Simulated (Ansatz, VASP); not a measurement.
**One calculation of BiTe, two programs**

```
Bi Te
1.0
     2.48328    1.43372    3.48316
    -2.48328    1.43372    3.48316
     0.00000   -2.86744    3.48316
Bi Te
1 1
Direct
  0.50000 0.50000 0.50000
  0.00000 0.00000 0.00000
```

Change from the starting cell: strain +0.025 along x and y, +0.050 along z, atoms carried along.

Alike in both runs: task single point; functional PBE; k mesh 12 × 12 × 12; occupations gaussian, width 0.15 eV; no spin polarisation.

|  | VASP | Ansatz |
| --- | --- | --- |
| version | VASP 6.6.1 | Ansatz 0.2.0 |
| potentials or method | VASP PAW PBE potentials, release 64 (Bi_d, Te), cutoff 520 eV | scalar-relativistic, plane waves, PAW |
| valence electrons in the cell | 21 | 31 |

```tsv
	VASP	Ansatz	Ansatz less VASP
gap on the k mesh at the Fermi level (eV)	none	none	-
pressure (GPa)	-3.7	-3.6	+0.07
traceless stress, the component that is largest in VASP (GPa)	0.55	0.55	+0.001
```

A gap of «none» marks a metal or a gap that the smearing closes. VASP's potentials hold 21 valence electrons a cell and Ansatz's 31, so a difference there can come from the potentials and not from the codes.

Neither program's run includes spin-orbit coupling.
